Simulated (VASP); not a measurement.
# Al: single point with HSE06

Crystal: Al.

```
CELL_PARAMETERS angstrom
0.00000 2.02481 2.02481
2.02481 0.00000 2.02481
2.02481 2.02481 0.00000
ATOMIC_POSITIONS crystal
Al 0.00000 0.00000 0.00000
```

```json
{"Program": "VASP 6.6.1", "Task": "single point", "Functional": "HSE06", "Potentials or basis": "VASP PAW PBE potentials, release 64 (Al)", "Cutoff": "520 eV", "k mesh": "6 × 6 × 6", "Occupations": "fermi-dirac, width 0.05 eV", "Spin": "no spin polarisation", "Dipole correction": "no", "Grid for exact exchange (PRECFOCK)": "Normal", "Further INCAR settings": "ALGO = Normal; EDIFF = 1e-06; NBANDS = 8", "Screening parameter": "0.2079 1/Å"}
```

| Item | Value |
| --- | --- |
| Pressure | -0.9 GPa |

Levels at points of the mesh, in eV from the Fermi level:
```csv
k point,band 1,band 2,band 3,band 4
"(0.00, 0.00, 0.00)",-13.12,13.20,13.20,13.20
"(0.50, 0.00, 0.00)",-5.72,-5.47,11.88,11.88
"(0.50, 0.50, 0.00)",-3.83,-2.21,5.41,5.76
```

It took 36 s on 1 thread of Intel(R) Xeon(R) Platinum 8488C (Sapphire Rapids), with other jobs on the host, peak memory 0.23 GiB.

Caveat: the k points lie up to 0.45 Å⁻¹ apart; the PAW data sets were made with another functional, which shifts forces and pressure a little.
